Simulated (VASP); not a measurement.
# K4CuPb (P-6m2) in VASP: a series of runs, part 2 of 2

VASP 6.6.1.

## (3) Single point, PBE

This run uses another cell than the first one, of 49.68 Å³/atom.

The input, INCAR:

```
SYSTEM = K4CuPb
PREC = Accurate ; ENCUT = 520
EDIFF = 1E-6 ; ISMEAR = 0
SIGMA = 0.1 ; LREAL = .FALSE.
LASPH = .TRUE. ; NELM = 100
ALGO = Normal ; ISIF = 2
LWAVE = .FALSE. ; LCHARG = .FALSE.
GGA = PE ; NBANDS = 40
```

The input, KPOINTS:

```
regular mesh
0
G
  3 3 4
  0 0 0
```

The input, POSCAR:

```
K4CuPb
1.0
    7.4303278090     -0.0000000032      0.0000000000
   -3.7151639018      6.4348526427      0.0000000000
    0.0000000000      0.0000000000      6.2343878969
K Cu Pb
4 1 1
Direct
    0.3333333333      0.6666666667      0.0000000000
    0.6892790695      0.8446395347      0.5000000000
    0.1553604653      0.8446395347      0.5000000000
    0.1553604653      0.3107209305      0.5000000000
    0.6666666667      0.3333333333      0.0000000000
    0.0000000000      0.0000000000      0.0000000000
```

Potentials or basis: VASP PAW PBE potentials, release 64 (K_sv, Cu, Pb_d).

The run is started by

```console
$ cat potpaw_PBE.64/K_sv/POTCAR potpaw_PBE.64/Cu/POTCAR potpaw_PBE.64/Pb_d/POTCAR > POTCAR
$ mpirun -np 1 vasp_std > vasp.out
```

OUTCAR:

```text
SYSTEM = K4CuPb
   PREC = Accurate
   ENCUT = 520
   EDIFF = 1E-6
   ISMEAR = 0
   LREAL = .FALSE.
   LASPH = .TRUE.
   NELM = 100
   ISIF = 2
   GGA = PE

 ion  position               nearest neighbor table
   1  0.333  0.667  0.000-
   2  0.689  0.845  0.500-   3 3.46   4 3.46   6 3.70   6 3.70
   3  0.155  0.845  0.500-   2 3.46   4 3.46   6 3.70   6 3.70
   4  0.155  0.311  0.500-   2 3.46   3 3.46   6 3.70   6 3.70
   5  0.667  0.333  0.000-
   6  0.000  0.000  0.000-   2 3.70   2 3.70   4 3.70   4 3.70   3 3.70   3 3.70

  LATTYP: Found a hexagonal cell.
 ALAT       =     7.4303278090
 C/A-ratio  =     0.8390461440

  Lattice vectors:

 A1 = (   7.4303278090,  -0.0000000032,   0.0000000000)
 A2 = (  -3.7151639018,   6.4348526427,   0.0000000000)
 A3 = (   0.0000000000,   0.0000000000,   6.2343878969)

Analysis of symmetry for initial positions (statically):
=====================================================================
 Subroutine PRICEL returns:
 Original cell was already a primitive cell.

 Routine SETGRP: Setting up the symmetry group for a
 hexagonal supercell.

 Subroutine GETGRP returns: Found 12 space group operations
 (whereof 12 operations were pure point group operations)
 out of a pool of 24 trial point group operations.

The static configuration has the point symmetry D_3h.

Analysis of symmetry for dynamics (positions and initial velocities):
=====================================================================
 Subroutine PRICEL returns:
 Original cell was already a primitive cell.

 Routine SETGRP: Setting up the symmetry group for a
 hexagonal supercell.

 Subroutine GETGRP returns: Found 12 space group operations
 (whereof 12 operations were pure point group operations)
 out of a pool of 24 trial point group operations.

The dynamic configuration has the point symmetry D_3h.

 Subroutine INISYM returns: Found 12 space group operations
 (whereof 12 operations are pure point group operations),
 and found     1 'primitive' translations

----------------------------------------------------------------------------------------

                                     Primitive cell

  volume of cell :     298.0852

  direct lattice vectors                    reciprocal lattice vectors
     7.430327809 -0.000000003  0.000000000     0.134583564  0.077701857  0.000000000
    -3.715163902  6.434852643  0.000000000     0.000000000  0.155403714  0.000000000
     0.000000000  0.000000000  6.234387897     0.000000000  0.000000000  0.160400671

  length of vectors
     7.430327809  7.430327809  6.234387897     0.155403714  0.155403714  0.160400671

  position of ions in fractional coordinates (direct lattice)
     0.333333333  0.666666667  0.000000000
     0.689279070  0.844639535  0.500000000
     0.155360465  0.844639535  0.500000000
     0.155360465  0.310720930  0.500000000
     0.666666667  0.333333333  0.000000000
     0.000000000  0.000000000  0.000000000

  ion indices of the primitive-cell ions
   primitive index   ion index
                 1           1
                 2           2
                 3           3
                 4           4
                 5           5
                 6           6
[... 26 lines left out ...]

 Following reciprocal coordinates:
            Coordinates               Weight
  0.000000  0.000000  0.000000      1.000000
  0.333333 -0.000000  0.000000      6.000000
  0.333333  0.333333  0.000000      2.000000
  0.000000  0.000000  0.250000      2.000000
  0.333333 -0.000000  0.250000     12.000000
  0.333333  0.333333  0.250000      4.000000
  0.000000  0.000000  0.500000      1.000000
  0.333333 -0.000000  0.500000      6.000000
  0.333333  0.333333  0.500000      2.000000
   k-points           NKPTS =      9   k-points in BZ     NKDIM =      9   number of bands    NBANDS=     40
   number of dos      NEDOS =    301   number of ions     NIONS =      6
   total plane-waves  NPLWV = 150528
   dimension x,y,z NGX =    56 NGY =   56 NGZ =   48
   dimension x,y,z NGXF=   112 NGYF=  112 NGZF=   96
   ions per type =               4   1   1
   NGX,Y,Z   is equivalent  to a cutoff of  12.53, 12.53, 12.80 a.u.
   NGXF,Y,Z  is equivalent  to a cutoff of  25.06, 25.06, 25.60 a.u.
 SYSTEM =  K4CuPb
   PREC   = accura    normal or accurate (medium, high low for compatibility)
   ISTART =      0    job   : 0-new  1-cont  2-samecut
   ICHARG =      2    charge: 1-file 2-atom 10-const
   ISPIN  =      1    spin polarized calculation?
   LNONCOLLINEAR =      F non collinear calculations
   LSORBIT =      F    spin-orbit coupling
   LASPH  =      T    aspherical Exc in radial PAW
   ENCUT  =  520.0 eV  38.22 Ry    6.18 a.u.  13.82 13.82 11.59*2*pi/ulx,y,z
   NELM   =    100;   NELMIN=  2; NELMDL= -5     # of ELM steps
   EDIFF  = 0.1E-05   stopping-criterion for ELM
   LREAL  =      F    real-space projection
   EDIFFG = 0.1E-04   stopping-criterion for IOM
   NSW    =      0    number of steps for IOM
   IBRION =     -1    ionic relax: 0-MD 1-quasi-New 2-CG
   NFREE  =      0    steps in history (QN), initial steepest desc. (CG)
   ISIF   =      2    stress and relaxation
   ISYM   =      2    0-nonsym 1-usesym 2-fastsym
   POTIM  = 0.5000    time-step for ionic-motion
   TEBEG  =    0.0;   TEEND  =   0.0 temperature during run
   PSTRESS=    0.0 pullay stress
   NELECT =      61.0000    total number of electrons
   NUPDOWN=      -1.0000    fix difference up-down
   EMIN   =  10.00;   EMAX   =-10.00  energy-range for DOS
   EFERMI =   0.00;   METHOD = LEGACY
   ISMEAR =     0;   SIGMA  =   0.10  broadening in eV -4-tet -1-fermi 0-gaus
   EFERMI_NEDOS =   21; number of points for ismear=-14 and -15
   IALGO  =     38    algorithm
   IMIX   =      4    mixing-type and parameters
     AMIX     =   0.40;   BMIX     =  1.00
     AMIX_MAG =   1.60;   BMIX_MAG =  1.00
  volume/ion in A,a.u.               =      49.68       335.26
  Fermi-wavevector in a.u.,A,eV,Ry     =   0.964727  1.823071 12.662930  0.930699
  Thomas-Fermi vector in A             =   2.094384
   LORBIT       =      0    0 simple, 1 ext, 2 COOP (PROOUT), +10 PAW based schemes
   GGA     = PE    functional components
   LHFCALC =     F    Hartree Fock is set to
   AEXX    =    0.0000 exact exchange contribution
   IVDW    =     0    specifies the selected vdW correction
   LEPSILON=     F    determine dielectric tensor
   LRPA    =     F    only Hartree local field effects (RPA)
 non-spin polarized calculation
 Gauss-broadening in eV      SIGMA  =   0.10
  energy-cutoff  :      520.00
  volume of cell :      298.09
 maximum number of plane-waves:      8052
 NGX is ok and might be reduce to    56
   NGX = 27   NGY = 27   NGZ = 23

 number of electron      60.9999995 magnetization

 Free energy of the ion-electron system (eV)
  ---------------------------------------------------
  ext. energy  EPLUGINS =         0.00000000
  ---------------------------------------------------
  free energy    TOTEN  =        -8.62701074 eV

  energy without entropy =       -8.60319423  energy(sigma->0) =       -8.61510248

 E-fermi :   0.6648     XC(G=0):  -6.6954

 val. band max:        0.6088812935   @ k =   0.0000   0.0000   0.0000
 cond. band min:       0.7318249100   @ k =   0.0000   0.0000   0.5000
 fundamental gap:      0.1229436165
 Fermi energy:         0.6647655070

 k-point     1 :       0.0000    0.0000    0.0000
  band No.  band energies     occupation
      1     -31.3346      2.00000
      2     -31.2814      2.00000
      3     -31.2814      2.00000
      4     -31.2339      2.00000
      5     -15.6334      2.00000
      6     -15.6334      2.00000
[... 376 lines left out ...]
     39       4.3644      0.00000
     40       4.4754      0.00000

------------------------ aborting loop because EDIFF is reached ----------------------------------------

  FORCE on cell =-STRESS in cart. coord.  units (eV):
  Direction    XX          YY          ZZ          XY          YZ          ZX
  --------------------------------------------------------------------------------------
  -------------------------------------------------------------------------------------
  Total       -0.0244906     -0.0244906     -0.0147735      0.0000000     -0.0000000      0.0000000
  in kB       -0.1316346     -0.1316346     -0.0794061      0.0000000     -0.0000000      0.0000000
  external PRESSURE =      -0.1142251 kB  Pullay stress =       0.0000000 kB

 VOLUME and BASIS-vectors are now :
 -----------------------------------------------------------------------------
  energy-cutoff  :      520.00
  volume of cell :      298.09
      direct lattice vectors                 reciprocal lattice vectors
     7.430327809 -0.000000003  0.000000000     0.134583564  0.077701857  0.000000000
    -3.715163902  6.434852643  0.000000000     0.000000000  0.155403714  0.000000000
     0.000000000  0.000000000  6.234387897     0.000000000  0.000000000  0.160400671

 POSITION                                       TOTAL-FORCE (eV/Angst)
 -----------------------------------------------------------------------------------
      0.00000      4.28990      0.00000        -0.000000     -0.000000      0.000000
      1.98360      5.43513      3.11719        -0.035627     -0.020569     -0.000000
     -1.98360      5.43513      3.11719         0.035627     -0.020569     -0.000000
      0.00000      1.99944      3.11719         0.000000      0.041138     -0.000000
      3.71516      2.14495      0.00000        -0.000000      0.000000      0.000000
      0.00000      0.00000      0.00000        -0.000000      0.000000      0.000000
 -----------------------------------------------------------------------------------
    total drift:                               -0.000000      0.000000     -0.000000

  FREE ENERGIE OF THE ION-ELECTRON SYSTEM (eV)
  ---------------------------------------------------
  free  energy   TOTEN  =        -8.6270107371 eV

  energy  without entropy=       -8.6031942306  energy(sigma->0) =       -8.61510248
```

OSZICAR:

```text
N       E                     dE             d eps       ncg     rms          rms(c)
DAV:   1     0.607697349885E+03    0.60770E+03   -0.24967E+04   720   0.135E+03
DAV:   2     0.478742710567E+02   -0.55982E+03   -0.53918E+03   776   0.399E+02
DAV:   3    -0.601521877354E+01   -0.53889E+02   -0.53010E+02  1064   0.130E+02
DAV:   4    -0.919285314270E+01   -0.31776E+01   -0.31447E+01  1160   0.337E+01
DAV:   5    -0.961864266061E+01   -0.42579E+00   -0.42566E+00  1280   0.732E+00    0.587E+00
DAV:   6    -0.876808944070E+01    0.85055E+00   -0.33178E+00  1080   0.143E+01    0.411E+00
DAV:   7    -0.868098237827E+01    0.87107E-01   -0.17006E+00  1144   0.961E+00    0.372E+00
DAV:   8    -0.862589074078E+01    0.55092E-01   -0.69759E-01   944   0.641E+00    0.190E+00
DAV:   9    -0.862884376422E+01   -0.29530E-02   -0.94255E-02  1008   0.268E+00    0.295E-01
DAV:  10    -0.862714392590E+01    0.16998E-02   -0.38211E-02  1048   0.169E+00    0.232E-01
DAV:  11    -0.862671950544E+01    0.42442E-03   -0.61311E-03  1056   0.520E-01    0.604E-02
DAV:  12    -0.862695396984E+01   -0.23446E-03   -0.79584E-04   992   0.181E-01    0.646E-02
DAV:  13    -0.862699960350E+01   -0.45634E-04   -0.49706E-04  1104   0.139E-01    0.197E-02
DAV:  14    -0.862700710552E+01   -0.75020E-05   -0.66183E-05  1016   0.512E-02    0.930E-03
DAV:  15    -0.862700977811E+01   -0.26726E-05   -0.99054E-06   792   0.200E-02    0.275E-03
DAV:  16    -0.862701073708E+01   -0.95896E-06   -0.26586E-06   776   0.738E-03
   1 F= -.86270107E+01 E0= -.86151025E+01  d E =-.238165E-01
```

Run time: 2 min. Hardware: 1 thread of AMD EPYC 9R45 (Zen 5), shared host; peak memory 0.41 GiB.

Results:

```yaml
Free_energy: -8.6270 eV
Pressure: 0.0 GPa
Largest_force: 0.041 eV/Å
Band_gap_on_the_k_mesh: zero (an odd number of electrons rules out a gap without spin polarisation)
```

Forces on the atoms (eV/Å):
```
K    0.000  0.000  0.000
K   -0.036 -0.021  0.000
K    0.036 -0.021  0.000
K    0.000  0.041  0.000
Cu   0.000  0.000  0.000
Pb   0.000  0.000  0.000
```

Levels at points of the mesh, in eV from the Fermi level:
| k point | band 27 | band 28 | band 29 | band 30 | band 31 | band 32 | band 33 | band 34 |
| --- | --- | --- | --- | --- | --- | --- | --- | --- |
| (0.00, 0.00, 0.00) | -1.07 | -1.07 | -0.23 | -0.17 | -0.17 | -0.06 | 1.58 | 1.58 |
| (0.00, 0.00, 0.50) | -1.08 | -1.08 | -1.05 | 0.07 | 0.07 | 0.79 | 1.47 | 1.50 |

Caveat: spin-orbit coupling is left out, which moves the levels of the heavy elements.
